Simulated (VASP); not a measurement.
# Na (P6_3/mmc) in VASP: a series of runs

Runs on Na. Level: LDA. Tasks: relaxation of cell and atoms.

All numbers are computed with VASP 6.6.1; they aren't measurements. Logs are shortened: lines on timing, memory, paths and dates and some standing lists are left out, and cuts for length are marked.

## (1) The cell of the first run

Symmetry: P6_3/mmc, No. 194, hexagonal system. The conventional cell has a = 2.894 Å, b = 2.894 Å, c = 4.688 Å, α = 90.00°, β = 90.00°, γ = 120.00°. Within 3.8 Å of Na (site symmetry -6m2) lie 12 Na at 2.88 to 2.89 Å.

## (2) Relaxation of cell and atoms, LDA, target pressure 22 GPa, at which the enthalpy is minimised

INCAR reads:

```
PREC = Accurate ; ENCUT = 600
EDIFF = 1E-6 ; ISMEAR = -1
SIGMA = 0.1 ; LREAL = False
LASPH = True ; NELM = 100
ALGO = Normal ; ISIF = 3
LWAVE = False ; LCHARG = False
GGA = CA ; IBRION = 2
NSW = 60 ; EDIFFG = -0.005
PSTRESS = 220.0
```

KPOINTS reads:

```
regular mesh
0
Gamma
  15 15 8
```

POSCAR reads:

```
Na
1.0
    2.8938378812      0.0000000000      0.0000000000
   -1.4469189406      2.5061371195      0.0000000000
    0.0000000000      0.0000000000      4.6880173675
Na
2
Direct
    0.3333333333      0.6666666667      0.2500000000
    0.6666666667      0.3333333333      0.7500000000
```

Potentials or basis: VASP PAW LDA potentials, release 64 (Na_pv).

Run with:

```console
$ cat potpaw_LDA.64/Na_pv/POTCAR > POTCAR
$ mpirun -np 1 vasp_std > vasp.out
```

OUTCAR:

```text
PREC = Accurate
   ENCUT = 600
   EDIFF = 1E-6
   ISMEAR = -1
   LREAL = False
   LASPH = True
   NELM = 100
   ISIF = 3
   GGA = CA
   IBRION = 2
   NSW = 60
   EDIFFG = -0.005
   PSTRESS = 220.0

 ion  position               nearest neighbor table
   1  0.333  0.667  0.250-
   2  0.667  0.333  0.750-

  LATTYP: Found a hexagonal cell.
 ALAT       =     2.8938378812
 C/A-ratio  =     1.6200000000

  Lattice vectors:

 A1 = (   2.8938378812,   0.0000000000,   0.0000000000)
 A2 = (  -1.4469189406,   2.5061371195,   0.0000000000)
 A3 = (   0.0000000000,   0.0000000000,   4.6880173675)

Analysis of symmetry for initial positions (statically):
=====================================================================
 Subroutine PRICEL returns:
 Original cell was already a primitive cell.

 Routine SETGRP: Setting up the symmetry group for a
 hexagonal supercell.

 Subroutine GETGRP returns: Found 24 space group operations
 (whereof 12 operations were pure point group operations)
 out of a pool of 24 trial point group operations.

The static configuration has the point symmetry D_3d.
 The point group associated with its full space group is D_6h.

Analysis of symmetry for dynamics (positions and initial velocities):
=====================================================================
 Subroutine PRICEL returns:
 Original cell was already a primitive cell.

 Routine SETGRP: Setting up the symmetry group for a
 hexagonal supercell.

 Subroutine GETGRP returns: Found 24 space group operations
 (whereof 12 operations were pure point group operations)
 out of a pool of 24 trial point group operations.

The dynamic configuration has the point symmetry D_3d.
 The point group associated with its full space group is D_6h.

 Subroutine INISYM returns: Found 24 space group operations
 (whereof 12 operations are pure point group operations),
 and found     1 'primitive' translations

----------------------------------------------------------------------------------------

                                     Primitive cell

  volume of cell :      33.9992

  direct lattice vectors                    reciprocal lattice vectors
     2.893837881  0.000000000  0.000000000     0.345561860  0.199510233  0.000000000
    -1.446918941  2.506137119  0.000000000     0.000000000  0.399020465  0.000000000
     0.000000000  0.000000000  4.688017367     0.000000000  0.000000000  0.213309790

  length of vectors
     2.893837881  2.893837881  4.688017367     0.399020465  0.399020465  0.213309790

  position of ions in fractional coordinates (direct lattice)
     0.333333333  0.666666667  0.250000000
     0.666666667  0.333333333  0.750000000

  ion indices of the primitive-cell ions
   primitive index   ion index
                 1           1
                 2           2

----------------------------------------------------------------------------------------

 KPOINTS: regular mesh

Automatic generation of k-mesh.
 Grid dimensions read from file:
 generate k-points for:   15   15    8

 Generating k-lattice:

  Cartesian coordinates                     Fractional coordinates (reciprocal lattice)
     0.023037457  0.013300682  0.000000000     0.066666667  0.000000000  0.000000000
     0.000000000  0.026601364  0.000000000     0.000000000  0.066666667  0.000000000
     0.000000000  0.000000000  0.026663724     0.000000000  0.000000000  0.125000000

  Length of vectors
     0.026601364  0.026601364  0.026663724

  Shift w.r.t. Gamma in fractional coordinates (k-lattice)
     0.000000000  0.000000000  0.000000000

 Subroutine IBZKPT returns following result:
 ===========================================

 Found    135 irreducible k-points:

 Following reciprocal coordinates:
            Coordinates               Weight
  0.000000  0.000000  0.000000      1.000000
  0.066667  0.000000  0.000000      6.000000
  0.133333  0.000000  0.000000      6.000000
  0.200000 -0.000000  0.000000      6.000000
  0.266667  0.000000  0.000000      6.000000
  0.333333  0.000000  0.000000      6.000000
[... 16 lines left out ...]
  0.333333  0.200000  0.000000     12.000000
  0.400000  0.200000  0.000000      6.000000
 [... further k-points ...]
   k-points           NKPTS =    135   k-points in BZ     NKDIM =    135   number of bands    NBANDS=     11
   number of dos      NEDOS =    301   number of ions     NIONS =      2
   total plane-waves  NPLWV =  23040
   dimension x,y,z NGX =    24 NGY =   24 NGZ =   40
   dimension x,y,z NGXF=    48 NGYF=   48 NGZF=   80
   ions per type =               2
   NGX,Y,Z   is equivalent  to a cutoff of  13.79, 13.79, 14.18 a.u.
   NGXF,Y,Z  is equivalent  to a cutoff of  27.58, 27.58, 28.37 a.u.
 SYSTEM =  unknown system
   PREC   = accura    normal or accurate (medium, high low for compatibility)
   ISTART =      0    job   : 0-new  1-cont  2-samecut
   ICHARG =      2    charge: 1-file 2-atom 10-const
   ISPIN  =      1    spin polarized calculation?
   LNONCOLLINEAR =      F non collinear calculations
   LSORBIT =      F    spin-orbit coupling
   LASPH  =      T    aspherical Exc in radial PAW
   ENCUT  =  600.0 eV  44.10 Ry    6.64 a.u.   5.78  5.78  9.36*2*pi/ulx,y,z
   NELM   =    100;   NELMIN=  2; NELMDL= -5     # of ELM steps
   EDIFF  = 0.1E-05   stopping-criterion for ELM
   LREAL  =      F    real-space projection
   EDIFFG = -.5E-02   stopping-criterion for IOM
   NSW    =     60    number of steps for IOM
   IBRION =      2    ionic relax: 0-MD 1-quasi-New 2-CG
   NFREE  =      1    steps in history (QN), initial steepest desc. (CG)
   ISIF   =      3    stress and relaxation
   ISYM   =      2    0-nonsym 1-usesym 2-fastsym
   POTIM  = 0.5000    time-step for ionic-motion
   TEBEG  =    0.0;   TEEND  =   0.0 temperature during run
   PSTRESS=  220.0 pullay stress
   NELECT =      14.0000    total number of electrons
   NUPDOWN=      -1.0000    fix difference up-down
   EMIN   =  10.00;   EMAX   =-10.00  energy-range for DOS
   EFERMI =   0.00;   METHOD = LEGACY
   ISMEAR =    -1;   SIGMA  =   0.10  broadening in eV -4-tet -1-fermi 0-gaus
   EFERMI_NEDOS =   21; number of points for ismear=-14 and -15
   IALGO  =     38    algorithm
   IMIX   =      4    mixing-type and parameters
     AMIX     =   0.40;   BMIX     =  1.00
     AMIX_MAG =   1.60;   BMIX_MAG =  1.00
  volume/ion in A,a.u.               =      17.00       114.72
  Fermi-wavevector in a.u.,A,eV,Ry     =   1.217946  2.301585 20.182786  1.483393
  Thomas-Fermi vector in A             =   2.353249
   LORBIT       =      0    0 simple, 1 ext, 2 COOP (PROOUT), +10 PAW based schemes
   GGA     = CA    functional components
   LHFCALC =     F    Hartree Fock is set to
   AEXX    =    0.0000 exact exchange contribution
   IVDW    =     0    specifies the selected vdW correction
   LEPSILON=     F    determine dielectric tensor
   LRPA    =     F    only Hartree local field effects (RPA)
 conjugate gradient relaxation of ions
 non-spin polarized calculation
  energy-cutoff  :      600.00
  volume of cell :       34.00
 maximum number of plane-waves:      1152
 NGX is ok and might be reduce to    24
   NGX = 11   NGY = 11   NGZ = 19

--------------------------------------- Ionic step        1  -------------------------------------------

 number of electron      13.9999993 magnetization

 Free energy of the ion-electron system (eV)
  ---------------------------------------------------
  ext. energy  EPLUGINS =         0.00000000
  ---------------------------------------------------
  free energy    TOTEN  =        -1.61862539 eV

  energy without entropy =       -1.59575029  energy(sigma->0) =       -1.60718784

------------------------ aborting loop because EDIFF is reached ----------------------------------------

  FORCE on cell =-STRESS in cart. coord.  units (eV):
  Direction    XX          YY          ZZ          XY          YZ          ZX
  --------------------------------------------------------------------------------------
  -------------------------------------------------------------------------------------
  Total        4.6450330      4.6450330      4.6852608      0.0000000      0.0000000      0.0000000
  in kB      218.8926332    218.8926332    220.7883297      0.0000000      0.0000000      0.0000000
  external PRESSURE =      -0.4754680 kB  Pullay stress =     220.0000000 kB
[... 289 lines left out ...]
  enthalpy is  TOTEN    =         3.0498128663 eV   P V=        4.6692054174

--------------------------------------- Ionic step        9  -------------------------------------------

 number of electron      13.9999994 magnetization

 Free energy of the ion-electron system (eV)
  ---------------------------------------------------
  ext. energy  EPLUGINS =         0.00000000
  ---------------------------------------------------
  free energy    TOTEN  =        -1.62294124 eV

  energy without entropy =       -1.60003445  energy(sigma->0) =       -1.61148784

 E-fermi :   3.6837     XC(G=0):  -9.3811

 val. band max:        3.6710563933   @ k =   0.0667   0.0667   0.1250
 cond. band min:       3.6903337259   @ k =   0.2667   0.0000   0.2500
 fundamental gap:      0.0192773326
 Fermi energy:         3.6836635873

 k-point     1 :       0.0000    0.0000    0.0000
  band No.  band energies     occupation
      1     -21.7275      2.00000
      2     -21.3428      2.00000
      3     -21.3428      2.00000
      4     -21.2930      2.00000
      5     -21.2929      2.00000
      6     -21.2929      2.00000
      7      -1.7286      2.00000
      8       4.4143      0.00134
      9       5.4143      0.00000
     10      18.5034      0.00000
     11      18.5034      0.00000
[... 309 lines left out ...]
 k-point    24 :       0.4000    0.2000    0.0000
  band No.  band energies     occupation
      1     -21.6451      2.00000
      2     -21.5703      2.00000
      3     -21.4986      2.00000
      4     -21.4907      2.00000
      5     -21.4144      2.00000
      6     -21.4069      2.00000
      7       4.4652      0.00081
      8       5.0862      0.00000
      9       8.4276      0.00000
     10       9.2452      0.00000
     11      10.3021      0.00000

 [... further k-points ...]
[... 5 lines left out ...]
  --------------------------------------------------------------------------------------
  -------------------------------------------------------------------------------------
  Total        4.6786508      4.6786508      4.6769998      0.0000000      0.0000000      0.0000000
  in kB      220.2781955    220.2781955    220.2004642      0.0000000      0.0000000      0.0000000
  external PRESSURE =       0.2522851 kB  Pullay stress =     220.0000000 kB
[... 17 lines left out ...]
  FREE ENERGIE OF THE ION-ELECTRON SYSTEM (eV)
  ---------------------------------------------------
  free  energy   TOTEN  =        -1.6229412395 eV

  energy  without entropy=       -1.6000344486  energy(sigma->0) =       -1.61148784

  enthalpy is  TOTEN    =         3.0498007343 eV   P V=        4.6727419738

 reached required accuracy - stopping structural energy minimisation
```

Run time: 44 s. Hardware: 1 thread of Intel Xeon 6975P-C (Granite Rapids), shared host; peak memory 0.17 GiB.

What came out:

| Property | Result |
| --- | --- |
| Free energy | -1.6229 eV |
| Relaxed volume | 17.01 Å³/atom |
| Relaxed cell | a = 2.888 Å, b = 2.888 Å, c = 4.711 Å, α = 90.00°, β = 90.00°, γ = 120.00° |
| Space group after relaxing (to 0.05 Å) | P6_3/mmc (No. 194) |
| Energy change on relaxing (the enthalpy is what falls) | -2.2 meV/atom |
| Ionic steps | 9 |
| Pressure after relaxing | 22.0 GPa |
| Band gap on the k mesh | zero (band 7 reaches 6.61 eV, above the bottom of band 8 at 0.07 eV) |

Step by step:
| step | energy change (eV) | largest force (eV/Å) | pressure (GPa) | volume (Å³) |
| --- | --- | --- | --- | --- |
| 1 | 0.0000 | 0.0000 | 21.95 | 34.00 |
| 2 | 0.0034 | 0.0000 | 22.16 | 33.97 |
| 3 | 0.0033 | 0.0000 | 22.17 | 33.98 |
| 4 | 0.0033 | 0.0000 | 22.18 | 33.98 |
| 5 | 0.0032 | 0.0000 | 22.17 | 33.98 |
| 6 | 0.0032 | 0.0000 | 22.17 | 33.98 |
| 7 | 0.0033 | 0.0000 | 22.17 | 33.97 |
| 8 | -0.0008 | 0.0000 | 22.08 | 34.00 |
| 9 | -0.0043 | 0.0000 | 22.03 | 34.03 |

Final structure:
```xyz
2
Lattice="2.8880 0.0000 0.0000 -1.4440 2.5011 0.0000 0.0000 0.0000 4.7111" Properties=species:S:1:pos:R:3 pbc="T T T"
Na    0.0000    1.6674    1.1778
Na    1.4440    0.8337    3.5333
```

Caveat: the cell is relaxed towards a set pressure, so the enthalpy falls and the energy may rise.

[end of part 1 of 2]
